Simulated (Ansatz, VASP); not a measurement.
# One calculation of WC, two programs

```
W C
1.0
     2.86722    0.00000    0.00000
    -1.43361    2.48308    0.00000
     0.00000    0.00000    2.79826
W C
1 1
Direct
  0.00000 0.00000 0.00000
  0.66667 0.33333 0.50000
```

Alike in both runs: task single point; functional r2SCAN; dispersion rVV10; k mesh 10 × 10 × 9; occupations fermi-dirac, width 0.05 eV; no spin polarisation.

```csv
,VASP,Ansatz
version,VASP 6.6.1,Ansatz 0.2.0
potentials or method,"VASP PAW PBE potentials, release 64 (W_sv, C)",Ansatz PAW
plane-wave cutoff (eV),520,500
valence electrons in the cell,18,18
```

Ansatz gave:

```
gap on the k mesh at the Fermi level (eV)                     : none
pressure (GPa)                                                : 17.6
traceless stress, the component that is largest in VASP (GPa) : 0.66
```

Task: What did VASP give for the same quantities?

Result: gap on the k mesh at the Fermi level (eV): none; pressure (GPa): 20.5; traceless stress, the component that is largest in VASP (GPa): 0.90.

VASP's potentials were made for PBE, not for r2SCAN. A gap of «none» marks a metal or a gap that the smearing closes.

Neither program's run includes spin-orbit coupling.
